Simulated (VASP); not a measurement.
# InSb3 (I4mm) in VASP: a series of runs, part 2 of 2

VASP 6.6.1. Earlier steps stand in the parts before.

## (4) Single point, PBEsol+D3(BJ) (all In atoms moved +0.025 Å, as atom 1 along Cartesian [0 0 1])

Input file INCAR:

```
PREC = Accurate
ENCUT = 520
EDIFF = 1E-6
ISMEAR = 0
SIGMA = 0.15
LREAL = F
LASPH = T
NELM = 60
ALGO = Normal
ISIF = 2
LWAVE = F
LCHARG = F
GGA = PS
IVDW = 12
NBANDS = 22
```

Input file KPOINTS:

```
regular mesh
0
Gamma
  12 12 12
```

Input file POSCAR:

```
InSb3
1.0
    0.0000000000      3.6620664019      3.6620664019
    3.6620664019      0.0000000000      3.6620664019
    3.6620664019      3.6620664019      0.0000000000
In Sb
1 3
Direct
    0.0034133734      0.0034133734     -0.0034133734
    0.2500000000      0.2500000000      0.2500000000
    0.7500000000      0.7500000000      0.7500000000
    0.5000000000      0.5000000000      0.5000000000
```

Potentials or basis: VASP PAW PBE potentials, release 64 (In_d, Sb).

The run is started by

```
$ cat potpaw_PBE.64/In_d/POTCAR potpaw_PBE.64/Sb/POTCAR > POTCAR
$ mpirun -np 1 vasp_std > vasp.out
```

OUTCAR:

```text
PREC = Accurate
   ENCUT = 520
   EDIFF = 1E-6
   ISMEAR = 0
   LREAL = F
   LASPH = T
   NELM = 60
   ISIF = 2
   GGA = PS
   IVDW = 12
 IVDW          = 12

 ion  position               nearest neighbor table
   1  0.003  0.003  0.997-   3 3.16   3 3.16   2 3.16   2 3.16   3 3.19   2 3.19   2 3.19   3 3.19
                             4 3.64   4 3.66   4 3.66   4 3.66   4 3.66   4 3.69
   2  0.250  0.250  0.250-   1 3.16   1 3.16   4 3.17   4 3.17   4 3.17   4 3.17   1 3.19   1 3.19
                             3 3.66   3 3.66   3 3.66   3 3.66   3 3.66   3 3.66
   3  0.750  0.750  0.750-   1 3.16   1 3.16   4 3.17   4 3.17   4 3.17   4 3.17   1 3.19   1 3.19
                             2 3.66   2 3.66   2 3.66   2 3.66   2 3.66   2 3.66
   4  0.500  0.500  0.500-   2 3.17   2 3.17   2 3.17   3 3.17   3 3.17   3 3.17   3 3.17   2 3.17
                             1 3.64   1 3.66   1 3.66   1 3.66   1 3.66   1 3.69

  LATTYP: Found a face centered cubic cell.
 ALAT       =     7.3241328038

  Lattice vectors:

 A1 = (   0.0000000000,   3.6620664019,   3.6620664019)
 A2 = (   3.6620664019,   0.0000000000,   3.6620664019)
 A3 = (   3.6620664019,   3.6620664019,   0.0000000000)

Analysis of symmetry for initial positions (statically):
=====================================================================
 Subroutine PRICEL returns:
 Original cell was already a primitive cell.

 Routine SETGRP: Setting up the symmetry group for a
 face centered cubic supercell.

 Subroutine GETGRP returns: Found  8 space group operations
 (whereof  8 operations were pure point group operations)
 out of a pool of 48 trial point group operations.

The static configuration has the point symmetry C_4v.

Analysis of symmetry for dynamics (positions and initial velocities):
=====================================================================
 Subroutine PRICEL returns:
 Original cell was already a primitive cell.

 Routine SETGRP: Setting up the symmetry group for a
 face centered cubic supercell.

 Subroutine GETGRP returns: Found  8 space group operations
 (whereof  8 operations were pure point group operations)
 out of a pool of 48 trial point group operations.

The dynamic configuration has the point symmetry C_4v.

 Subroutine INISYM returns: Found  8 space group operations
 (whereof  8 operations are pure point group operations),
 and found     1 'primitive' translations

----------------------------------------------------------------------------------------

                                     Primitive cell

  volume of cell :      98.2220

  direct lattice vectors                    reciprocal lattice vectors
     0.000000000  3.662066402  3.662066402    -0.136534936  0.136534936  0.136534936
     3.662066402  0.000000000  3.662066402     0.136534936 -0.136534936  0.136534936
     3.662066402  3.662066402  0.000000000     0.136534936  0.136534936 -0.136534936

  length of vectors
     5.178943972  5.178943972  5.178943972     0.236485445  0.236485445  0.236485445

  position of ions in fractional coordinates (direct lattice)
     0.003413373  0.003413373  0.996586627
     0.250000000  0.250000000  0.250000000
     0.750000000  0.750000000  0.750000000
     0.500000000  0.500000000  0.500000000

  ion indices of the primitive-cell ions
   primitive index   ion index
[... 28 lines left out ...]

 Found    163 irreducible k-points:

 Following reciprocal coordinates:
            Coordinates               Weight
  0.000000  0.000000  0.000000      1.000000
  0.083333  0.000000  0.000000      8.000000
  0.166667  0.000000  0.000000      8.000000
  0.250000  0.000000  0.000000      8.000000
  0.333333  0.000000  0.000000      8.000000
  0.416667  0.000000  0.000000      8.000000
[... 16 lines left out ...]
  0.000000 -0.333333  0.083333     16.000000
 -0.250000  0.083333  0.000000      8.000000
 [... further k-points ...]
   k-points           NKPTS =    163   k-points in BZ     NKDIM =    163   number of bands    NBANDS=     22
   number of dos      NEDOS =    301   number of ions     NIONS =      4
   total plane-waves  NPLWV =  64000
   dimension x,y,z NGX =    40 NGY =   40 NGZ =   40
   dimension x,y,z NGXF=    80 NGYF=   80 NGZF=   80
   ions per type =               1   3
   NGX,Y,Z   is equivalent  to a cutoff of  12.84, 12.84, 12.84 a.u.
   NGXF,Y,Z  is equivalent  to a cutoff of  25.68, 25.68, 25.68 a.u.
 SYSTEM =  unknown system
   PREC   = accura    normal or accurate (medium, high low for compatibility)
   ISTART =      0    job   : 0-new  1-cont  2-samecut
   ICHARG =      2    charge: 1-file 2-atom 10-const
   ISPIN  =      1    spin polarized calculation?
   LNONCOLLINEAR =      F non collinear calculations
   LSORBIT =      F    spin-orbit coupling
   LASPH  =      T    aspherical Exc in radial PAW
   ENCUT  =  520.0 eV  38.22 Ry    6.18 a.u.   9.63  9.63  9.63*2*pi/ulx,y,z
   NELM   =     60;   NELMIN=  2; NELMDL= -5     # of ELM steps
   EDIFF  = 0.1E-05   stopping-criterion for ELM
   LREAL  =      F    real-space projection
   EDIFFG = 0.1E-04   stopping-criterion for IOM
   NSW    =      0    number of steps for IOM
   IBRION =     -1    ionic relax: 0-MD 1-quasi-New 2-CG
   NFREE  =      0    steps in history (QN), initial steepest desc. (CG)
   ISIF   =      2    stress and relaxation
   ISYM   =      2    0-nonsym 1-usesym 2-fastsym
   POTIM  = 0.5000    time-step for ionic-motion
   TEBEG  =    0.0;   TEEND  =   0.0 temperature during run
   PSTRESS=    0.0 pullay stress
   NELECT =      28.0000    total number of electrons
   NUPDOWN=      -1.0000    fix difference up-down
   EMIN   =  10.00;   EMAX   =-10.00  energy-range for DOS
   EFERMI =   0.00;   METHOD = LEGACY
   ISMEAR =     0;   SIGMA  =   0.15  broadening in eV -4-tet -1-fermi 0-gaus
   EFERMI_NEDOS =   21; number of points for ismear=-14 and -15
   IALGO  =     38    algorithm
   IMIX   =      4    mixing-type and parameters
     AMIX     =   0.40;   BMIX     =  1.00
     AMIX_MAG =   1.60;   BMIX_MAG =  1.00
  volume/ion in A,a.u.               =      24.56       165.71
  Fermi-wavevector in a.u.,A,eV,Ry     =   1.077436  2.036058 15.794559  1.160867
  Thomas-Fermi vector in A             =   2.213347
   LORBIT       =      0    0 simple, 1 ext, 2 COOP (PROOUT), +10 PAW based schemes
   GGA     = PS    functional components
   LHFCALC =     F    Hartree Fock is set to
   AEXX    =    0.0000 exact exchange contribution
   IVDW    =    12    specifies the selected vdW correction
   LEPSILON=     F    determine dielectric tensor
   LRPA    =     F    only Hartree local field effects (RPA)
 non-spin polarized calculation
 Gauss-broadening in eV      SIGMA  =   0.15
  energy-cutoff  :      520.00
  volume of cell :       98.22
 maximum number of plane-waves:      2688
   NGX = 19   NGY = 19   NGZ = 19

 number of electron      27.9999998 magnetization

 Free energy of the ion-electron system (eV)
  ---------------------------------------------------
  ext. energy  EPLUGINS =         0.00000000
  ---------------------------------------------------
  free energy    TOTEN  =       -16.09472563 eV

  energy without entropy =      -16.07148743  energy(sigma->0) =      -16.08310653

 E-fermi :   9.1266     XC(G=0): -10.7306

 val. band max:        9.0783322134   @ k =   0.4167   0.2500   0.0000
 cond. band min:       9.1362801488   @ k =   0.0833   0.5000   0.3333
 fundamental gap:      0.0579479354
 Fermi energy:         9.1266340184

 k-point     1 :       0.0000    0.0000    0.0000
  band No.  band energies     occupation
      1      -5.3231      2.00000
      2      -5.3230      2.00000
      3      -5.3230      2.00000
      4      -5.2763      2.00000
      5      -5.2762      2.00000
      6      -3.8510      2.00000
[... 589 lines left out ...]
     21      14.6977      0.00000
     22      15.0352      0.00000

 [... further k-points ...]

------------------------ aborting loop because EDIFF is reached ----------------------------------------

 Edisp (eV)   -2.04498

 E8    (eV) :    -1.4209

  FORCE on cell =-STRESS in cart. coord.  units (eV):
  Direction    XX          YY          ZZ          XY          YZ          ZX
  --------------------------------------------------------------------------------------
  -------------------------------------------------------------------------------------
  Total       0.20422     0.20422     0.20110     0.00000     0.00000     0.00000
  in kB       3.33125     3.33125     3.28035     0.00000     0.00000     0.00000
  external pressure =        3.31 kB  Pullay stress =        0.00 kB

 VOLUME and BASIS-vectors are now :
 -----------------------------------------------------------------------------
  energy-cutoff  :      520.00
  volume of cell :       98.22
      direct lattice vectors                 reciprocal lattice vectors
     0.000000000  3.662066402  3.662066402    -0.136534936  0.136534936  0.136534936
     3.662066402  0.000000000  3.662066402     0.136534936 -0.136534936  0.136534936
     3.662066402  3.662066402  0.000000000     0.136534936  0.136534936 -0.136534936

 POSITION                                       TOTAL-FORCE (eV/Angst)
 -----------------------------------------------------------------------------------
      3.66207      3.66207      0.02500         0.000000      0.000000     -0.085232
      1.83103      1.83103      1.83103         0.000000      0.000000      0.026574
      5.49310      5.49310      5.49310        -0.000000     -0.000000      0.026574
      3.66207      3.66207      3.66207         0.000000      0.000000      0.032085
 -----------------------------------------------------------------------------------
    total drift:                               -0.000000     -0.000000     -0.000239

  FREE ENERGIE OF THE ION-ELECTRON SYSTEM (eV)
  ---------------------------------------------------
  free  energy   TOTEN  =       -18.1397090513 eV

  energy  without entropy=      -18.1164708458  energy(sigma->0) =      -18.12808995
```

stdout:

```text
POSCAR found type information on POSCAR InSb
 POSCAR found :  2 types and       4 ions
 scaLAPACK will be used
 -----------------------------------------------------------------------------
|                                                                             |
|                                                                             |
|     You enforced a specific xc type in the INCAR file but a different       |
|     I HOPE YOU KNOW WHAT YOU ARE DOING!                                     |
|                                                                             |
 -----------------------------------------------------------------------------

 LDA part: xc-table for (Slater+PW92), standard interpolation
 POSCAR, INCAR and KPOINTS ok, starting setup
 FFT: planning ... GRIDC
 FFT: planning ... GRID_SOFT
 FFT: planning ... GRID
 WAVECAR not read
 entering main loop
```

It took 2.9 min on 1 thread of AMD EPYC 9R45 (Zen 5), shared host; peak memory 0.46 GiB.

What came out:

```
Free energy                : -18.1397 eV
Pressure                   : 0.3 GPa
Largest force              : 0.085 eV/Å
Band gap on the k mesh     : zero (bands 14 and 15 overlap by 3.33 eV)
Dispersion energy per atom : -0.511 eV
```

Forces on the atoms (eV/Å):
```
In   0.000  0.000 -0.085
Sb   0.000  0.000  0.027
Sb   0.000  0.000  0.027
Sb   0.000  0.000  0.032
```

Levels at points of the mesh, in eV from the Fermi level:
```tsv
k point	band 10	band 11	band 12	band 13	band 14	band 15	band 16	band 17	band 18	band 19
(0.00, 0.00, 0.00)	-2.72	-2.72	-2.62	-2.62	-2.62	-1.85	-0.81	-0.81	-0.81	3.41
(0.50, 0.00, 0.00)	-3.76	-3.76	-2.92	-2.92	0.04	0.21	2.17	2.17	3.16	3.17
(0.50, 0.50, 0.00)	-5.61	-5.61	0.77	1.13	1.13	1.78	2.05	2.05	2.08	4.55
(0.00, 0.50, 0.50)	-5.61	-5.61	0.77	1.13	1.13	1.78	2.05	2.05	2.08	4.55
```

Caveat: the cell differs from its parent crystal (all In atoms moved +0.025 Å, as atom 1 along Cartesian [0 0 1]); the PAW data sets were made with another functional, which shifts forces and pressure a little; spin-orbit coupling is left out, which moves the levels of the heavy elements.

## (5) Summary

```tsv
cell	gap on the mesh (eV)	pressure (GPa)	largest force (eV/Å)
as given, atomic positions A	none	0.5	0.43
as given, atomic positions B	none	0.4	0.25
as given, atomic positions C	none	0.3	0.09
```

Alike in all rows: task single point; level PBEsol+D3(BJ); potentials or basis VASP PAW PBE potentials, release 64 (In_d, Sb); no spin polarisation; k mesh 12 × 12 × 12; cutoff (eV) 520; smearing gaussian 0.15 eV.

Caveats: the PAW data sets were made with another functional, which shifts forces and pressure a little; spin-orbit coupling is left out, which moves the levels of the heavy elements.

Absolute energies hang on the potentials; compare differences alone.
